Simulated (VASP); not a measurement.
# Rb3Na (Fm-3m) in VASP: notebook

Rb3Na is run at these levels: LDA; tasks: single point, relaxation of cell and atoms.

All numbers are computed with VASP 6.6.1; they aren't measurements. Logs are shortened: lines on timing, memory, paths and dates and some standing lists are left out, and cuts for length are marked.

## 1. The cell of the first run

It takes space group Fm-3m (No. 225, cubic). The conventional cell has a = 10.086 Å, b = 10.086 Å, c = 10.086 Å, α = 90.00°, β = 90.00°, γ = 90.00°. Rb (site symmetry -43m) has 10 Rb at 4.37 to 5.04 Å and 4 Na at 4.37 Å within 5.7 Å. Within 5.7 Å of Rb (site symmetry m-3m) lie 8 Rb at 4.37 Å and 6 Na at 5.04 Å. Na (site symmetry m-3m) has 14 Rb at 4.37 to 5.04 Å within 5.7 Å.

## 2. Single point, LDA

Input file INCAR:

```
SYSTEM = Rb3Na
PREC     = Accurate       ! precision mode
ENCUT    = 520            ! plane-wave cutoff, eV
EDIFF    = 1E-7           ! SCF threshold, eV
ISMEAR   = 1              ! smearing method
SIGMA    = 0.1            ! smearing width, eV
LREAL    = .FALSE.        ! projectors in reciprocal space
LASPH    = .TRUE.         ! aspherical terms in the spheres
NELM     = 80             ! most SCF steps
ALGO     = Normal         ! electronic algorithm
ISIF     = 2              ! what is computed and relaxed
LWAVE    = .FALSE.        ! write WAVECAR
LCHARG   = .FALSE.        ! write CHGCAR
GGA      = CA             ! functional
NBANDS   = 25             ! bands
```

Input file KPOINTS:

```
regular mesh
0
G
  4 4 4
  0 0 0
```

Input file POSCAR:

```
Rb3Na
1.0
    0.0000000000      5.0429181241      5.0429181241
    5.0429181241      0.0000000000      5.0429181241
    5.0429181241      5.0429181241      0.0000000000
Rb Na
3 1
Direct
    0.2500000000      0.2500000000      0.2500000000
    0.7500000000      0.7500000000      0.7500000000
    0.5000000000      0.5000000000      0.5000000000
    0.0000000000      0.0000000000      0.0000000000
```

Potentials or basis: VASP PAW LDA potentials, release 64 (Rb_sv, Na_pv).

Command:

```console
> cat potpaw_LDA.64/Rb_sv/POTCAR potpaw_LDA.64/Na_pv/POTCAR > POTCAR
> mpirun -np 1 vasp_std > vasp.out
```

OUTCAR:

```text
SYSTEM = Rb3Na
   PREC = Accurate
   ENCUT = 520
   EDIFF = 1E-7
   ISMEAR = 1
   LREAL = .FALSE.
   LASPH = .TRUE.
   NELM = 80
   ISIF = 2
   GGA = CA

 ion  position               nearest neighbor table
   1  0.250  0.250  0.250-   3 4.37   3 4.37   3 4.37   3 4.37   2 5.04   2 5.04   2 5.04   2 5.04
                             2 5.04   2 5.04
   2  0.750  0.750  0.750-   3 4.37   3 4.37   3 4.37   3 4.37   1 5.04   1 5.04   1 5.04   1 5.04
                             1 5.04   1 5.04
   3  0.500  0.500  0.500-   1 4.37   1 4.37   1 4.37   1 4.37   2 4.37   2 4.37   2 4.37   2 4.37

   4  0.000  0.000  0.000-

  LATTYP: Found a face centered cubic cell.
 ALAT       =    10.0858362482

  Lattice vectors:

 A1 = (   0.0000000000,   5.0429181241,   5.0429181241)
 A2 = (   5.0429181241,   0.0000000000,   5.0429181241)
 A3 = (   5.0429181241,   5.0429181241,   0.0000000000)

Analysis of symmetry for initial positions (statically):
=====================================================================
 Subroutine PRICEL returns:
 Original cell was already a primitive cell.

 Routine SETGRP: Setting up the symmetry group for a
 face centered cubic supercell.

 Subroutine GETGRP returns: Found 48 space group operations
 (whereof 48 operations were pure point group operations)
 out of a pool of 48 trial point group operations.

The static configuration has the point symmetry O_h .

Analysis of symmetry for dynamics (positions and initial velocities):
=====================================================================
 Subroutine PRICEL returns:
 Original cell was already a primitive cell.

 Routine SETGRP: Setting up the symmetry group for a
 face centered cubic supercell.

 Subroutine GETGRP returns: Found 48 space group operations
 (whereof 48 operations were pure point group operations)
 out of a pool of 48 trial point group operations.

The dynamic configuration has the point symmetry O_h .

 Subroutine INISYM returns: Found 48 space group operations
 (whereof 48 operations are pure point group operations),
 and found     1 'primitive' translations

----------------------------------------------------------------------------------------

                                     Primitive cell

  volume of cell :     256.4931

  direct lattice vectors                    reciprocal lattice vectors
     0.000000000  5.042918124  5.042918124    -0.099148943  0.099148943  0.099148943
     5.042918124  0.000000000  5.042918124     0.099148943 -0.099148943  0.099148943
     5.042918124  5.042918124  0.000000000     0.099148943  0.099148943 -0.099148943

  length of vectors
     7.131763205  7.131763205  7.131763205     0.171731006  0.171731006  0.171731006

  position of ions in fractional coordinates (direct lattice)
     0.250000000  0.250000000  0.250000000
     0.750000000  0.750000000  0.750000000
     0.500000000  0.500000000  0.500000000
     0.000000000  0.000000000  0.000000000

  ion indices of the primitive-cell ions
   primitive index   ion index
                 1           1
                 2           2
                 3           3
                 4           4

----------------------------------------------------------------------------------------

 KPOINTS: regular mesh

Automatic generation of k-mesh.
 Grid dimensions read from file:
 generate k-points for:    4    4    4

 Generating k-lattice:

  Cartesian coordinates                     Fractional coordinates (reciprocal lattice)
    -0.024787236  0.024787236  0.024787236     0.250000000  0.000000000  0.000000000
     0.024787236 -0.024787236  0.024787236     0.000000000  0.250000000  0.000000000
     0.024787236  0.024787236 -0.024787236     0.000000000  0.000000000  0.250000000

  Length of vectors
     0.042932752  0.042932752  0.042932752

  Shift w.r.t. Gamma in fractional coordinates (k-lattice)
     0.000000000  0.000000000  0.000000000

 Subroutine IBZKPT returns following result:
 ===========================================

 Found      8 irreducible k-points:

 Following reciprocal coordinates:
            Coordinates               Weight
  0.000000  0.000000  0.000000      1.000000
  0.250000  0.000000  0.000000      8.000000
  0.500000  0.000000  0.000000      4.000000
  0.250000  0.250000  0.000000      6.000000
  0.500000  0.250000  0.000000     24.000000
 -0.250000  0.250000  0.000000     12.000000
  0.500000  0.500000  0.000000      3.000000
 -0.250000  0.500000  0.250000      6.000000
   k-points           NKPTS =      8   k-points in BZ     NKDIM =      8   number of bands    NBANDS=     25
   number of dos      NEDOS =    301   number of ions     NIONS =      4
   total plane-waves  NPLWV = 157464
   dimension x,y,z NGX =    54 NGY =   54 NGZ =   54
   dimension x,y,z NGXF=   108 NGYF=  108 NGZF=  108
   ions per type =               3   1
   NGX,Y,Z   is equivalent  to a cutoff of  12.59, 12.59, 12.59 a.u.
   NGXF,Y,Z  is equivalent  to a cutoff of  25.18, 25.18, 25.18 a.u.
 SYSTEM =  Rb3Na
   PREC   = accura    normal or accurate (medium, high low for compatibility)
   ISTART =      0    job   : 0-new  1-cont  2-samecut
   ICHARG =      2    charge: 1-file 2-atom 10-const
   ISPIN  =      1    spin polarized calculation?
   LNONCOLLINEAR =      F non collinear calculations
   LSORBIT =      F    spin-orbit coupling
   LASPH  =      T    aspherical Exc in radial PAW
   ENCUT  =  520.0 eV  38.22 Ry    6.18 a.u.  13.26 13.26 13.26*2*pi/ulx,y,z
   NELM   =     80;   NELMIN=  2; NELMDL= -5     # of ELM steps
   EDIFF  = 0.1E-06   stopping-criterion for ELM
   LREAL  =      F    real-space projection
   EDIFFG = 0.1E-05   stopping-criterion for IOM
   NSW    =      0    number of steps for IOM
   IBRION =     -1    ionic relax: 0-MD 1-quasi-New 2-CG
   NFREE  =      0    steps in history (QN), initial steepest desc. (CG)
   ISIF   =      2    stress and relaxation
   ISYM   =      2    0-nonsym 1-usesym 2-fastsym
   POTIM  = 0.5000    time-step for ionic-motion
   TEBEG  =    0.0;   TEEND  =   0.0 temperature during run
   PSTRESS=    0.0 pullay stress
   NELECT =      34.0000    total number of electrons
   NUPDOWN=      -1.0000    fix difference up-down
   EMIN   =  10.00;   EMAX   =-10.00  energy-range for DOS
   EFERMI =   0.00;   METHOD = LEGACY
   ISMEAR =     1;   SIGMA  =   0.10  broadening in eV -4-tet -1-fermi 0-gaus
   EFERMI_NEDOS =   21; number of points for ismear=-14 and -15
   IALGO  =     38    algorithm
   IMIX   =      4    mixing-type and parameters
     AMIX     =   0.40;   BMIX     =  1.00
     AMIX_MAG =   1.60;   BMIX_MAG =  1.00
  volume/ion in A,a.u.               =      64.12       432.73
  Fermi-wavevector in a.u.,A,eV,Ry     =   0.834723  1.577398  9.480037  0.696763
  Thomas-Fermi vector in A             =   1.948162
   LORBIT       =      0    0 simple, 1 ext, 2 COOP (PROOUT), +10 PAW based schemes
   GGA     = CA    functional components
   LHFCALC =     F    Hartree Fock is set to
   AEXX    =    0.0000 exact exchange contribution
   IVDW    =     0    specifies the selected vdW correction
   LEPSILON=     F    determine dielectric tensor
   LRPA    =     F    only Hartree local field effects (RPA)
 non-spin polarized calculation
 Methfessel and Paxton  Order N= 1 SIGMA  =   0.10
  energy-cutoff  :      520.00
  volume of cell :      256.49
 maximum number of plane-waves:      6934
 NGX is ok and might be reduce to    54
   NGX = 27   NGY = 27   NGZ = 27

 number of electron      34.0000009 magnetization

 Free energy of the ion-electron system (eV)
  ---------------------------------------------------
  ext. energy  EPLUGINS =         0.00000000
  ---------------------------------------------------
  free energy    TOTEN  =        -4.53431417 eV

  energy without entropy =       -4.53614131  energy(sigma->0) =       -4.53492322

 E-fermi :   0.3527     XC(G=0):  -6.3412

 val. band max:        0.1019603973   @ k =  -0.2500   0.2500   0.0000
 cond. band min:       0.3731046970   @ k =  -0.2500   0.2500   0.0000
 fundamental gap:      0.2711442997
 Fermi energy:         0.3527313707

 k-point     1 :       0.0000    0.0000    0.0000
  band No.  band energies     occupation
      1     -28.5122      2.00000
      2     -28.3614      2.00000
      3     -28.3585      2.00000
      4     -24.8220      2.00000
      5     -24.8220      2.00000
      6     -24.8220      2.00000
[... 17 lines left out ...]
     24       2.2192     -0.00000
     25       2.7632      0.00000

 k-point     2 :       0.2500    0.0000    0.0000
  band No.  band energies     occupation
      1     -28.5118      2.00000
      2     -28.3613      2.00000
      3     -28.3591      2.00000
      4     -24.8220      2.00000
      5     -24.8220      2.00000
      6     -24.8220      2.00000
[... 17 lines left out ...]
     24       2.3866      0.00000
     25       3.1408      0.00000

 k-point     3 :       0.5000    0.0000    0.0000
  band No.  band energies     occupation
      1     -28.5113      2.00000
      2     -28.3606      2.00000
      3     -28.3603      2.00000
      4     -24.8220      2.00000
      5     -24.8220      2.00000
      6     -24.8220      2.00000
[... 17 lines left out ...]
     24       2.7271      0.00000
     25       2.7271      0.00000

 k-point     4 :       0.2500    0.2500    0.0000
  band No.  band energies     occupation
      1     -28.5116      2.00000
      2     -28.3613      2.00000
      3     -28.3592      2.00000
      4     -24.8220      2.00000
      5     -24.8220      2.00000
      6     -24.8220      2.00000
[... 17 lines left out ...]
     24       2.6593      0.00000
     25       3.7624      0.00000

 k-point     5 :       0.5000    0.2500    0.0000
  band No.  band energies     occupation
      1     -28.5112      2.00000
      2     -28.3609      2.00000
      3     -28.3600      2.00000
      4     -24.8220      2.00000
      5     -24.8220      2.00000
      6     -24.8220      2.00000
[... 17 lines left out ...]
     24       2.9358      0.00000
     25       3.1472      0.00000

 k-point     6 :      -0.2500    0.2500    0.0000
  band No.  band energies     occupation
      1     -28.5113      2.00000
      2     -28.3610      2.00000
      3     -28.3599      2.00000
      4     -24.8220      2.00000
      5     -24.8220      2.00000
      6     -24.8220      2.00000
[... 17 lines left out ...]
     24       2.7159      0.00000
     25       3.1745      0.00000

 k-point     7 :       0.5000    0.5000    0.0000
  band No.  band energies     occupation
      1     -28.5110      2.00000
      2     -28.3613      2.00000
      3     -28.3599      2.00000
      4     -24.8220      2.00000
      5     -24.8220      2.00000
      6     -24.8220      2.00000
[... 17 lines left out ...]
     24       3.1089      0.00000
     25       3.3364      0.00000

 k-point     8 :      -0.2500    0.5000    0.2500
  band No.  band energies     occupation
      1     -28.5110      2.00000
      2     -28.3606      2.00000
      3     -28.3606      2.00000
      4     -24.8220      2.00000
      5     -24.8220      2.00000
      6     -24.8220      2.00000
[... 17 lines left out ...]
     24       3.1920      0.00000
     25       3.4851      0.00000

------------------------ aborting loop because EDIFF is reached ----------------------------------------

  FORCE on cell =-STRESS in cart. coord.  units (eV):
  Direction    XX          YY          ZZ          XY          YZ          ZX
  --------------------------------------------------------------------------------------
  -------------------------------------------------------------------------------------
  Total        0.0243774      0.0243774      0.0243774      0.0000000      0.0000000     -0.0000000
  in kB        0.1522725      0.1522725      0.1522725      0.0000000      0.0000000     -0.0000000
  external PRESSURE =       0.1522725 kB  Pullay stress =       0.0000000 kB

 VOLUME and BASIS-vectors are now :
 -----------------------------------------------------------------------------
  energy-cutoff  :      520.00
  volume of cell :      256.49
      direct lattice vectors                 reciprocal lattice vectors
     0.000000000  5.042918124  5.042918124    -0.099148943  0.099148943  0.099148943
     5.042918124  0.000000000  5.042918124     0.099148943 -0.099148943  0.099148943
     5.042918124  5.042918124  0.000000000     0.099148943  0.099148943 -0.099148943

 POSITION                                       TOTAL-FORCE (eV/Angst)
 -----------------------------------------------------------------------------------
      2.52146      2.52146      2.52146         0.000000      0.000000      0.000000
      7.56438      7.56438      7.56438         0.000000     -0.000000     -0.000000
      5.04292      5.04292      5.04292        -0.000000     -0.000000     -0.000000
      0.00000      0.00000      0.00000        -0.000000     -0.000000     -0.000000
 -----------------------------------------------------------------------------------
    total drift:                                0.000000      0.000000     -0.000000

  FREE ENERGIE OF THE ION-ELECTRON SYSTEM (eV)
  ---------------------------------------------------
  free  energy   TOTEN  =        -4.5343141712 eV

  energy  without entropy=       -4.5361413071  energy(sigma->0) =       -4.53492322
```

Wall time 1.7 min (1 thread of Intel Xeon 8259CL, shared host); peak memory 0.31 GiB.

What came out:

```
Free energy            : -4.5343 eV
Pressure               : 0.0 GPa
Band gap on the k mesh : zero (bands 17 and 18 overlap by 1.50 eV)
```

## 3. Relaxation of cell and atoms, LDA

This run uses another cell than the first one, of 75.96 Å³/atom.

Input file INCAR:

```
SYSTEM = Rb3Na
PREC     = Accurate       ! precision mode
ENCUT    = 600            ! plane-wave cutoff, eV
EDIFF    = 1E-6           ! SCF threshold, eV
ISMEAR   = 1              ! smearing method
SIGMA    = 0.1            ! smearing width, eV
LREAL    = .False.        ! projectors in reciprocal space
LASPH    = .True.         ! aspherical terms in the spheres
NELM     = 100            ! most SCF steps
ALGO     = Normal         ! electronic algorithm
ISIF     = 3              ! what is computed and relaxed
LWAVE    = .False.        ! write WAVECAR
LCHARG   = .False.        ! write CHGCAR
IBRION   = 2              ! ionic algorithm
NSW      = 60             ! ionic steps
EDIFFG   = -0.01          ! ionic threshold
```

Input file KPOINTS:

```
regular mesh
0
Gamma
  4 4 4
  0 0 0
```

Input file POSCAR:

```
Rb3Na
1.0
    0.0000000000      5.3358200000      5.3358200000
    5.3358200000      0.0000000000      5.3358200000
    5.3358200000      5.3358200000      0.0000000000
Rb Na
3 1
Direct
    0.2500000000      0.2500000000      0.2500000000
    0.7500000000      0.7500000000      0.7500000000
    0.5000000000      0.5000000000      0.5000000000
    0.0000000000      0.0000000000      0.0000000000
```

Potentials or basis: VASP PAW LDA potentials, release 64 (Rb_sv, Na_pv).

Command:

```console
> cat potpaw_LDA.64/Rb_sv/POTCAR potpaw_LDA.64/Na_pv/POTCAR > POTCAR
> mpirun -np 1 vasp_std > vasp.out
```

Wall time 5.5 min (1 thread of Intel Xeon 8259CL, shared host); peak memory 0.41 GiB.

The run converged. Its results:

- Free energy: -4.5353 eV
- Relaxed volume: 64.14 Å³/atom
- Relaxed cell: a = 7.132 Å, b = 7.132 Å, c = 7.132 Å, α = 60.00°, β = 60.00°, γ = 60.00°
- Space group after relaxing (to 0.1 Å): Fm-3m (No. 225)
- Energy gained by relaxing: 21.5 meV/atom
- Ionic steps: 4
- Pressure after relaxing: 0.0 GPa
- Band gap on the k mesh: zero (bands 17 and 18 overlap by 1.50 eV)

The path:
| step | energy change (eV) | largest force (eV/Å) | pressure (GPa) | volume (Å³) |
| --- | --- | --- | --- | --- |
| 1 | 0.0000 | 0.0000 | -0.52 | 303.83 |
| 2 | -0.0320 | 0.0000 | -0.44 | 293.16 |
| 3 | -0.0848 | 0.0000 | -0.09 | 262.64 |
| 4 | -0.0861 | 0.0000 | 0.01 | 256.56 |

Final structure:
```cif
data_structure
_symmetry_space_group_name_H-M 'P 1'
_symmetry_Int_Tables_number 1
_cell_length_a 7.1324
_cell_length_b 7.1324
_cell_length_c 7.1324
_cell_angle_alpha 60.000
_cell_angle_beta 60.000
_cell_angle_gamma 60.000
_cell_volume 256.56
loop_
_atom_site_label
_atom_site_type_symbol
_atom_site_fract_x
_atom_site_fract_y
_atom_site_fract_z
_atom_site_occupancy
Rb1 Rb 0.25000 0.25000 0.25000 1
Rb2 Rb 0.75000 0.75000 0.75000 1
Rb3 Rb 0.50000 0.50000 0.50000 1
Na1 Na 0.00000 0.00000 0.00000 1
```

Levels at points of the mesh, in eV from the Fermi level:
| k point | band 15 | band 16 | band 17 | band 18 | band 19 | band 20 |
| --- | --- | --- | --- | --- | --- | --- |
| (0.00, 0.00, 0.00) | -12.83 | -2.52 | 1.11 | 1.11 | 1.11 | 1.36 |
| (0.50, 0.00, 0.00) | -12.84 | -1.26 | -1.16 | 0.92 | 0.92 | 1.66 |
| (0.50, 0.50, 0.00) | -12.84 | -0.91 | -0.79 | 0.07 | 0.41 | 0.93 |

Caveat: the volume moved by over 15 % at a fixed basis, so the end points are rough.

The gap in the log of VASP goes by the Fermi energy; the results here count the filled bands.